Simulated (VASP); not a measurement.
A run of VASP 6.6.1 is set up as follows.

INCAR

```
SYSTEM = AlNi
PREC = Accurate
ENCUT = 520
EDIFF = 1E-6
ISMEAR = 0
SIGMA = 0.15
LREAL = .FALSE.
LASPH = .TRUE.
NELM = 80
ALGO = Fast
ISIF = 2
LWAVE = .FALSE.
LCHARG = .FALSE.
GGA = PS
NBANDS = 28
```

File KPOINTS:

```
Automatic mesh
0
G
  15 15 5
  0 0 0
```

File POSCAR:

```
AlNi
1.0
    0.0000000000     -2.8618233747      0.0000000000
    0.0000000000      0.0000000000     -2.8618233747
    9.2854701242      0.0000000000      0.0000000000
Al Ni
3 3
Direct
    1.0000000000      0.0000000000      0.0770511169
    1.0000000000      0.0000000000      0.3852555843
    1.0000000000      0.0000000000      0.6934600518
    0.5000000000      0.5000000000      0.8475622855
    0.5000000000      0.5000000000      0.2311533506
    0.5000000000      0.5000000000      0.5393578181
```

Potentials or basis: VASP PAW PBE potentials, release 64 (Al, Ni).

Run with:

```bash
$ cat potpaw_PBE.64/Al/POTCAR potpaw_PBE.64/Ni/POTCAR > POTCAR
$ mpirun -np 1 vasp_std > vasp.out
```

Question: What does it give for the pressure?

Answer: -6.6 GPa.

Question: What does it give for the band gap on the k mesh?

Answer: Zero (an odd number of electrons rules out a gap without spin polarisation).

Question: What does it give for the largest force?

Answer: 1.414 eV/Å.

Stress tensor (GPa, compression positive):
```
-8.68  0.00  0.00
 0.00 -5.60  0.00
 0.00  0.00 -5.60
```

Caveat: the cell stands under tension; the PAW data sets were made with another functional, which shifts forces and pressure a little. Spin polarisation is off, so any magnetic state and its effect on volume and gap are missing.
